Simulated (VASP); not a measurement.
Runs of VASP 6.6.1 on Ca. The structure is that of space group Pm-3m (No. 221), or close to it. The cells are those of the table. This isn't the form of Ca at room conditions, which is fcc.

| cell | k mesh | smearing | gap on the mesh (eV) | pressure (GPa) |
| --- | --- | --- | --- | --- |
| a = 3.447 Å, 1 atom | 20 × 20 × 20 | gaussian 0.15 eV | none | 0.1 |
| a = 3.611, b = 3.567, c = 3.746 Å, angles 88.9, 89.1, 90.3°, 1 atom | 10 × 10 × 10 | gaussian 0.1 eV | none | -1.4 |
| a = 3.447 Å, 1 atom | 18 × 18 × 18 | gaussian 0.15 eV | none | 0.1 |
| a = 3.447, b = 3.447, c = 3.500 Å, 1 atom | 10 × 10 × 10 | gaussian 0.1 eV | none | (a) |

Alike in all rows: task single point; level PBEsol; potentials or basis VASP PAW PBE potentials, release 64 (Ca_sv); no spin polarisation; cutoff (eV) 520.

Fill in the values left out.

(a) -0.2.

Caveats: the PAW data sets were made with another functional, which shifts forces and pressure a little.

A gap of «none» marks levels without a gap at the run's occupations.
